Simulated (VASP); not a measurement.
# Fe (Fm-3m) in VASP: further runs, part 2 of 2

VASP 6.6.1. The steps go on from the part before.

## (3) Relaxation of cell and atoms, LDA

This run uses another cell than the first one, of 11.78 Å³/atom, 1.094 times its volume.

The input, INCAR:

```
SYSTEM = Fe
PREC = Accurate
ENCUT = 600
EDIFF = 1E-7
ISMEAR = -1
SIGMA = 0.1
LREAL = .FALSE.
LASPH = .TRUE.
NELM = 100
ALGO = Normal
ISIF = 3
LWAVE = .FALSE.
LCHARG = .FALSE.
IBRION = 2
NSW = 80
EDIFFG = -0.01
```

The input, KPOINTS:

```
regular mesh
0
G
  15 15 15
  0 0 0
```

The input, POSCAR:

```
Fe
1.0
    0.0000000000      1.8057818448      1.8057818448
    1.8057818448      0.0000000000      1.8057818448
    1.8057818448      1.8057818448      0.0000000000
Fe
1
Direct
    0.0000000000      0.0000000000      0.0000000000
```

Potentials or basis: VASP PAW LDA potentials, release 64 (Fe).

Command:

```sh
$ cat potpaw_LDA.64/Fe/POTCAR > POTCAR
$ mpirun -np 1 vasp_std > vasp.out
```

OUTCAR:

```text
SYSTEM = Fe
   PREC = Accurate
   ENCUT = 600
   EDIFF = 1E-7
   ISMEAR = -1
   LREAL = .FALSE.
   LASPH = .TRUE.
   NELM = 100
   ISIF = 3
   IBRION = 2
   NSW = 80
   EDIFFG = -0.01

 ion  position               nearest neighbor table
   1  0.000  0.000  0.000-

  LATTYP: Found a face centered cubic cell.
 ALAT       =     3.6115636896

  Lattice vectors:

 A1 = (   0.0000000000,   1.8057818448,   1.8057818448)
 A2 = (   1.8057818448,   0.0000000000,   1.8057818448)
 A3 = (   1.8057818448,   1.8057818448,   0.0000000000)

Analysis of symmetry for initial positions (statically):
=====================================================================
 Subroutine PRICEL returns:
 Original cell was already a primitive cell.

 Routine SETGRP: Setting up the symmetry group for a
 face centered cubic supercell.

 Subroutine GETGRP returns: Found 48 space group operations
 (whereof 48 operations were pure point group operations)
 out of a pool of 48 trial point group operations.

The static configuration has the point symmetry O_h .

Analysis of symmetry for dynamics (positions and initial velocities):
=====================================================================
 Subroutine PRICEL returns:
[... 162 lines left out ...]
  -------------------------------------------------------------------------------------
  Total       -3.1770298     -3.1770298     -3.1770298     -0.0000000     -0.0000000      0.0000000
  in kB     -432.2211612   -432.2211612   -432.2211612     -0.0000000     -0.0000000      0.0000000
  external PRESSURE =    -432.2211612 kB  Pullay stress =       0.0000000 kB
[... 22 lines left out ...]
--------------------------------------- Ionic step        2  -------------------------------------------

 number of electron       7.9999999 magnetization

 E-fermi :  11.6184     XC(G=0): -16.2376

 val. band max:       11.6178259060   @ k =   0.4000   0.3333   0.0000
 cond. band min:      11.6367320463   @ k =   0.1333   0.0667   0.0000
 fundamental gap:      0.0189061404
 Fermi energy:        11.6183543524

 k-point     1 :       0.0000    0.0000    0.0000
  band No.  band energies     occupation
      1       0.8654      2.00000
      2       8.8389      2.00000
      3       8.8389      2.00000
      4       8.8389      2.00000
      5      11.5188      1.46054
      6      11.5188      1.46054
      7      37.8933      0.00000
      8      46.1284      0.00000
[... 357 lines left out ...]
--------------------------------------- Ionic step        5  -------------------------------------------

 number of electron       7.9999996 magnetization

 Free energy of the ion-electron system (eV)
  ---------------------------------------------------
  ext. energy  EPLUGINS =         0.00000000
  ---------------------------------------------------
  free energy    TOTEN  =        -9.35264933 eV

  energy without entropy =       -9.30363650  energy(sigma->0) =       -9.32814292

 E-fermi :   7.4063     XC(G=0): -14.4232

 val. band max:        7.3996570176   @ k =  -0.3333   0.4000   0.0667
 cond. band min:       7.4124008298   @ k =   0.1333   0.0667   0.0000
 fundamental gap:      0.0127438122
 Fermi energy:         7.4062997461

 k-point     1 :       0.0000    0.0000    0.0000
  band No.  band energies     occupation
      1      -1.7366      2.00000
      2       5.6032      2.00000
      3       5.6032      2.00000
      4       5.6032      2.00000
      5       7.3322      1.35425
      6       7.3322      1.35425
      7      31.3380      0.00000
      8      37.2110      0.00000
[... 281 lines left out ...]
  FREE ENERGIE OF THE ION-ELECTRON SYSTEM (eV)
  ---------------------------------------------------
  free  energy   TOTEN  =        -9.3526493314 eV

  energy  without entropy=       -9.3036365036  energy(sigma->0) =       -9.32814292

 reached required accuracy - stopping structural energy minimisation
```

Run time: 72 s. Hardware: 1 thread of AMD EPYC 7R13, shared host; peak memory 0.11 GiB.

Results:

```yaml
Free_energy: -9.3526 eV
Relaxed_volume: 9.60 Å³/atom
Relaxed_cell: a = 2.386 Å, b = 2.386 Å, c = 2.386 Å, α = 60.00°, β = 60.00°, γ = 60.00°
Space_group_after_relaxing_to_0.05_Å: Fm-3m (No. 225)
Energy_gained_by_relaxing: 356.6 meV/atom
Ionic_steps: 5
Pressure_after_relaxing: 0.0 GPa
Band_gap_on_the_k_mesh: zero (band 4 reaches 8.76 eV, above the bottom of band 5 at 6.49 eV)
```

Step by step:
```
step  energy change (eV)  largest force (eV/Å)  pressure (GPa)  volume (Å³)
   1              0.0000                0.0000          -43.22        11.78
   2              0.7952                0.0000          196.99         7.15
   3             -0.3537                0.0000           -5.59         9.77
   4             -0.3563                0.0000           -2.02         9.66
   5             -0.3566                0.0000           -0.01         9.60
```

Final structure:
```
Fe
1.0
     0.00000    1.68691    1.68691
     1.68691    0.00000    1.68691
     1.68691    1.68691    0.00000
Fe
1
Direct
  0.00000 0.00000 0.00000
```

Caveat: the volume moved by over 15 % at a fixed basis, so the end points are rough; the run has no spin polarisation, though such a crystal can be magnetic. Spin polarisation is off, so any magnetic state and its effect on volume and gap are missing.

## (4) Single point, LDA

This run uses another cell than the first one, of 9.61 Å³/atom, 0.893 times its volume.

The input, INCAR:

```
SYSTEM = Fe
ALGO     = Normal         ! electronic algorithm
EDIFF    = 1E-6           ! SCF threshold, eV
ENCUT    = 520            ! plane-wave cutoff, eV
ISIF     = 2              ! what is computed and relaxed
ISMEAR   = -1             ! smearing method
LASPH    = .TRUE.         ! aspherical terms in the spheres
LCHARG   = .FALSE.        ! write CHGCAR
LREAL    = .FALSE.        ! projectors in reciprocal space
LWAVE    = .FALSE.        ! write WAVECAR
NBANDS   = 10             ! bands
NELM     = 80             ! most SCF steps
PREC     = Accurate       ! precision mode
SIGMA    = 0.1            ! smearing width, eV
```

The input, KPOINTS:

```
k-points
0
G
  26 26 26
  0 0 0
```

The input, POSCAR:

```
Fe
1.0
    0.0000000000      1.6874902469      1.6874902469
    1.6874902469      0.0000000000      1.6874902469
    1.6874902469      1.6874902469      0.0000000000
Fe
1
Direct
    0.0000000000      0.0000000000      0.0000000000
```

Command:

```sh
$ cat potpaw_LDA.64/Fe/POTCAR > POTCAR
$ mpirun -np 1 vasp_std > vasp.out
```

Run time: 74 s. Hardware: 1 thread of AMD EPYC 7R13, shared host; peak memory 0.13 GiB.

The run converged. Its results:

| Item | Value |
| --- | --- |
| Free energy | -9.3505 eV |
| Pressure | -0.2 GPa |
| Band gap on the k mesh | zero (band 4 reaches 8.80 eV, above the bottom of band 5 at 6.47 eV) |

Levels at points of the mesh, in eV from the Fermi level:
```csv
k point,band 1,band 2,band 3,band 4,band 5,band 6,band 7,band 8,band 9
"(0.00, 0.00, 0.00)",-9.15,-1.81,-1.81,-1.81,-0.08,-0.08,23.91,29.78,29.78
"(0.50, 0.00, 0.00)",-5.23,-1.91,-1.91,0.27,1.10,1.10,9.00,22.46,28.11
"(0.50, 0.50, 0.00)",-5.40,-4.62,1.07,1.40,1.40,3.48,12.52,16.92,16.92
```

Caveat: the run has no spin polarisation, though such a crystal can be magnetic.

## (5) Single point, LDA, non-collinear spin, zero start, spin-orbit coupling

This run uses another cell than the first one, of 9.61 Å³/atom, 0.893 times its volume.

The input, INCAR:

```
SYSTEM = Fe
PREC     = Accurate       ! precision mode
ENCUT    = 520            ! plane-wave cutoff, eV
EDIFF    = 1E-6           ! SCF threshold, eV
ISMEAR   = -1             ! smearing method
SIGMA    = 0.1            ! smearing width, eV
LREAL    = .False.        ! projectors in reciprocal space
LASPH    = .True.         ! aspherical terms in the spheres
NELM     = 150            ! most SCF steps
ALGO     = Normal         ! electronic algorithm
ISIF     = 2              ! what is computed and relaxed
LWAVE    = .False.        ! write WAVECAR
LCHARG   = .False.        ! write CHGCAR
MAGMOM   = 0 0 0          ! initial moments
LORBIT   = 11             ! projections on sites
LSORBIT  = .True.         ! spin-orbit coupling
GGA_COMPAT= .False.      
LORBMOM  = .True.       
LMAXMIX  = 4              ! l up to which the mixer works
GGA      = CA             ! functional
NBANDS   = 19             ! bands
```

The input, KPOINTS:

```
regular mesh
0
Gamma
  16 16 16
  0 0 0
```

POSCAR is that of step 4.

Potentials or basis: VASP PAW LDA potentials, release 64 (Fe).

Command:

```sh
$ cat potpaw_LDA.64/Fe/POTCAR > POTCAR
$ mpirun -np 1 vasp_ncl > vasp.out
```

OUTCAR:

```text
SYSTEM = Fe
   PREC = Accurate
   ENCUT = 520
   EDIFF = 1E-6
   ISMEAR = -1
   LREAL = .False.
   LASPH = .True.
   NELM = 150
   ISIF = 2
   LORBIT = 11
   LSORBIT = .True.
   GGA = CA

 ion  position               nearest neighbor table
   1  0.000  0.000  0.000-

  LATTYP: Found a face centered cubic cell.
 ALAT       =     3.3749804938

  Lattice vectors:

 A1 = (   0.0000000000,   1.6874902469,   1.6874902469)
 A2 = (   1.6874902469,   0.0000000000,   1.6874902469)
 A3 = (   1.6874902469,   1.6874902469,   0.0000000000)

Analysis of symmetry for initial positions (statically):
=====================================================================
 Subroutine PRICEL returns:
 Original cell was already a primitive cell.

 Routine SETGRP: Setting up the symmetry group for a
 face centered cubic supercell.

 Subroutine GETGRP returns: Found 48 space group operations
 (whereof 48 operations were pure point group operations)
 out of a pool of 48 trial point group operations.

The static configuration has the point symmetry O_h .

Analysis of symmetry for dynamics (positions and initial velocities):
=====================================================================
 Subroutine PRICEL returns:
 Original cell was already a primitive cell.

[... 736 lines left out ...]
  free  energy   TOTEN  =        -9.3575677651 eV

  energy  without entropy=       -9.3065007543  energy(sigma->0) =       -9.33203426

 orbital moment (x)

 # of ion     p       d       tot
 ----------------------------------------
  1         0.000   0.000   0.000
 ----------------------------------------
            0.000   0.000   0.000

 orbital moment (y)

 # of ion     p       d       tot
 ----------------------------------------
  1         0.000   0.000   0.000
 ----------------------------------------
            0.000   0.000   0.000

 orbital moment (z)

 # of ion     p       d       tot
 ----------------------------------------
  1         0.000   0.000   0.000
 ----------------------------------------
            0.000   0.000   0.000

 Spin-Orbit-Coupling matrix elements

 Ion:    1  E_soc:     -0.0133756
 l=   1
     0.0000000    -0.0004096    -0.0004096
    -0.0004096     0.0000000    -0.0004096
    -0.0004096    -0.0004096     0.0000000
 l=   2
     0.0000000    -0.0003201     0.0000000    -0.0003201    -0.0014996
    -0.0003201     0.0000000    -0.0011247    -0.0003201    -0.0003749
     0.0000000    -0.0011247     0.0000000    -0.0011247     0.0000000
    -0.0003201    -0.0003201    -0.0011247     0.0000000    -0.0003749
    -0.0014996    -0.0003749     0.0000000    -0.0003749     0.0000000
 l=   3
     0.0000000     0.0000000     0.0000000     0.0000000     0.0000000     0.0000000     0.0000000
     0.0000000     0.0000000     0.0000000     0.0000000     0.0000000     0.0000000     0.0000000
     0.0000000     0.0000000     0.0000000     0.0000000     0.0000000     0.0000000     0.0000000
     0.0000000     0.0000000     0.0000000     0.0000000     0.0000000     0.0000000     0.0000000
     0.0000000     0.0000000     0.0000000     0.0000000     0.0000000     0.0000000     0.0000000
     0.0000000     0.0000000     0.0000000     0.0000000     0.0000000     0.0000000     0.0000000
     0.0000000     0.0000000     0.0000000     0.0000000     0.0000000     0.0000000     0.0000000

 total charge

# of ion       s       p       d       tot
------------------------------------------
    1        0.569   0.692   6.412   7.673

 magnetization (x)

# of ion       s       p       d       tot
------------------------------------------
    1        0.000   0.000   0.000   0.000

 magnetization (y)

# of ion       s       p       d       tot
------------------------------------------
    1       -0.000   0.000   0.000   0.000

 magnetization (z)

# of ion       s       p       d       tot
------------------------------------------
    1       -0.000  -0.000   0.000  -0.000
```

Wall time 1.7 min (1 thread of AMD EPYC 7R13, shared host); peak memory 0.13 GiB.

Results:

- Free energy: -9.3576 eV
- Pressure: -0.1 GPa
- Net moment: 0.00 μB per cell
- Valence electrons inside the program's atomic spheres: Fe 7.67

Moments on the atoms (μB; x, y, z):
```
Fe  0.00 0.00 0.00
```

## (6) Summary

```tsv
task	spin	cell	k mesh	cutoff (eV)	gap on the mesh (eV)	pressure (GPa)
single point	off	a = 2.478 Å, angles 60.0°, 1 atom	18 × 18 × 18	520	none	-29.8
relaxation of cell and atoms	off	relaxed from a = 2.554 Å, angles 60.0°, 1 atom	15 × 15 × 15	600	none	0.0
single point	off	a = 2.386 Å, angles 60.0°, 1 atom	26 × 26 × 26	520	none	-0.2
single point	non-collinear, zero start, SOC	a = 2.386 Å, angles 60.0°, 1 atom	16 × 16 × 16	520	-	-0.1
```

Alike in all rows: level LDA; potentials or basis VASP PAW LDA potentials, release 64 (Fe); smearing fermi-dirac 0.1 eV.

Caveats: the volume moved by over 15 % at a fixed basis, so the end points are rough (some runs).

Absolute energies hang on the potentials; compare differences alone.
